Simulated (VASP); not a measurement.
Input of a VASP 6.6.1 run:

File INCAR:

```
ALGO = Normal ; EDIFF = 1E-6
EDIFFG = -0.002 ; ENCUT = 600
GGA = PS ; IBRION = 2
ISIF = 3 ; ISMEAR = -1
LASPH = T ; LCHARG = F
LREAL = F ; LWAVE = F
NELM = 80 ; NSW = 100
PREC = Accurate ; PSTRESS = 20.0
SIGMA = 0.1
```

Contents of KPOINTS:

```
k-points
0
Gamma
  14 14 14
```

Contents of POSCAR:

```
ScAl
1.0
    3.3464246974      0.0000000000      0.0000000000
    0.0000000000      3.3464246974      0.0000000000
    0.0000000000      0.0000000000      3.3464246974
Sc Al
1 1
Direct
    0.5000000000      0.5000000000      0.5000000000
    0.0000000000      0.0000000000      0.0000000000
```

Potentials or basis: VASP PAW PBE potentials, release 64 (Sc_sv, Al).

Launch:

```console
$ cat potpaw_PBE.64/Sc_sv/POTCAR potpaw_PBE.64/Al/POTCAR > POTCAR
$ mpirun -np 1 vasp_std > vasp.out
```

**Question.** Estimate the relaxed volume.

**Answer.** 18.33 Å³/atom.

**Question.** Estimate the band gap on the k mesh.

**Answer.** Zero (bands 7 and 8 overlap by 1.17 eV).

**Question.** Predict the relaxed cell.

**Answer.** a = 3.322 Å, b = 3.322 Å, c = 3.322 Å, α = 90.00°, β = 90.00°, γ = 90.00°.

Final structure:
```xyz
2
Lattice="3.3218 0.0000 0.0000 0.0000 3.3218 0.0000 0.0000 0.0000 3.3218" Properties=species:S:1:pos:R:3 pbc="T T T"
Sc    1.6609    1.6609    1.6609
Al    0.0000    0.0000    0.0000
```

Caveat: the cell is relaxed towards a set pressure, so the run minimises the enthalpy, not the energy; the PAW data sets were made with another functional, which shifts forces and pressure a little.
